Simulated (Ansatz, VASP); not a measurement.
# Two plane-wave programs on Cr3BRh

```
Rh B Cr
1.0
     3.87689    0.00000    0.00000
     0.00000    3.87689    0.00000
     0.00000    0.00000    3.87689
Rh B Cr
1 1 3
Direct
  0.00000 0.00000 0.00000
  0.50000 0.50000 0.50000
  0.50000 0.50000 0.00000
  0.50000 0.00000 0.50000
  0.00000 0.50000 0.50000
```

Alike in both runs: task relaxation of cell and atoms; functional PBE; k mesh 10 × 10 × 10; occupations gaussian, width 0.1 eV; no spin polarisation.

```csv
,VASP,Ansatz
version,VASP 6.6.1,Ansatz 0.2.0
potentials or method,"VASP PAW PBE potentials, release 64 (Rh_pv, B, Cr_pv), cutoff 600 eV","scalar-relativistic, plane waves, PAW"
valence electrons in the cell,54,62
```

```tsv
	VASP	Ansatz	Ansatz less VASP
gap on the k mesh at the Fermi level, each at its own relaxed structure (eV)	none	none	-
relaxed volume (Å³/atom)	11.65	11.65	0.000
relaxed length of the cell vector where the two differ most in proportion (Å)	3.877	3.877	0.0000
```

A gap of «none» marks a metal or a gap that the smearing closes. VASP's potentials hold 54 valence electrons a cell and Ansatz's 62, so a difference there can come from the potentials and not from the codes.

Noted on VASP's run: the relaxation stopped at its first step, so nothing moved.
